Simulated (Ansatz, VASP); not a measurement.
**One calculation of GaAs, two programs**

```
Ga As
1.0
     2.60353   -2.60652    0.00000
     2.60353    2.60652    0.00000
     0.00000    0.00000    3.02942
Ga As
1 1
Direct
  0.50000 0.50000 0.50000
  0.00000 0.00000 0.50000
```

Alike in both runs: functional PBE; k mesh 6 × 6 × 4; occupations gaussian, width 0.1 eV; no spin polarisation.

Ansatz relaxed the structure, and its values are those at the end. VASP's run is a single point on that final structure, the one shown.

|  | VASP | Ansatz |
| --- | --- | --- |
| version | VASP 6.6.1 | Ansatz 0.2.0 |
| potentials or method | VASP PAW PBE potentials, release 64 (Ga_d, As), cutoff 520 eV | scalar-relativistic, plane waves, PAW |
| valence electrons in the cell | 18 | 28 |

```tsv
	VASP	Ansatz	Ansatz less VASP
gap on the k mesh at the Fermi level (eV)	none	none	-
pressure (GPa)	0.0	0.0	-0.06
```

A gap of «none» marks a metal or a gap that the smearing closes. The functional is the same, so the differences come from potentials, cutoffs and numerics. VASP's potentials hold 18 valence electrons a cell and Ansatz's 28, so a difference there can come from the potentials and not from the codes.

The k mesh is coarse, so the values compare programs but aren't converged.
